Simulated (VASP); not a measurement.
SiO2 (Stishovite): single point with PBE

The system is SiO2 (Stishovite).

```xyz
6
Lattice="4.2050 0.0000 0.0000 0.0000 4.2050 0.0000 0.0000 0.0000 2.6829" Properties=species:S:1:pos:R:3 pbc="T T T"
Si    0.0000    0.0000    0.0000
Si    2.1025    2.1025    1.3414
O     1.2863    1.2863    0.0000
O     0.8162    3.3888    1.3414
O     2.9187    2.9187    0.0000
O     3.3888    0.8162    1.3414
```

* Program: VASP 6.6.1
* Task: single point
* Functional: PBE
* Potentials or basis: VASP PAW PBE potentials, release 64 (Si, O)
* Cutoff: 520 eV
* k mesh: 6 × 6 × 8
* Occupations: fermi-dirac, width 0.05 eV
* Spin: no spin polarisation

```json
{
  "Pressure": "4.8 GPa",
  "Largest force": "0.034 eV/Å",
  "Band gap on the k mesh": "5.27 eV, direct"
}
```

Forces on the atoms (eV/Å):
```
Si   0.000  0.000  0.000
Si   0.000  0.000  0.000
O    0.024  0.024  0.000
O   -0.024  0.024  0.000
O   -0.024 -0.024  0.000
O    0.024 -0.024  0.000
```

Stress tensor (GPa, compression positive):
```
4.57 0.00 0.00
0.00 4.57 0.00
0.00 0.00 5.27
```

Levels at points of the mesh, in eV from the valence-band top:
```csv
k point,band 12,band 13,band 14,band 15,band 16,band 17,band 18,band 19,band 20,band 21
"(0.00, 0.00, 0.00)",-3.09,-2.49,-0.87,-0.87,0.00,5.27,6.64,8.35,8.35,11.07
"(0.50, 0.00, 0.00)",-3.80,-2.65,-2.65,-1.05,-1.05,7.49,7.49,8.95,8.95,10.93
"(0.50, 0.50, 0.00)",-3.21,-2.63,-2.63,-2.22,-2.22,7.21,7.21,9.90,9.90,12.96
"(0.00, 0.00, 0.50)",-4.58,-2.99,-2.99,-2.62,-2.62,8.84,8.84,12.46,12.46,12.54
"(0.50, 0.00, 0.50)",-3.91,-2.24,-2.24,-1.71,-1.71,8.58,8.58,9.65,9.65,12.19
"(0.50, 0.50, 0.50)",-4.44,-1.73,-1.73,-1.52,-1.52,6.94,6.94,10.89,10.89,11.59
```

Wall time 15 s on 1 thread of Intel(R) Xeon(R) 6975P-C (Granite Rapids), on a shared host, peak memory 0.18 GiB.

A k mesh can miss the band edges. A hybrid or GW would open this gap; PBE tends to underestimate it.
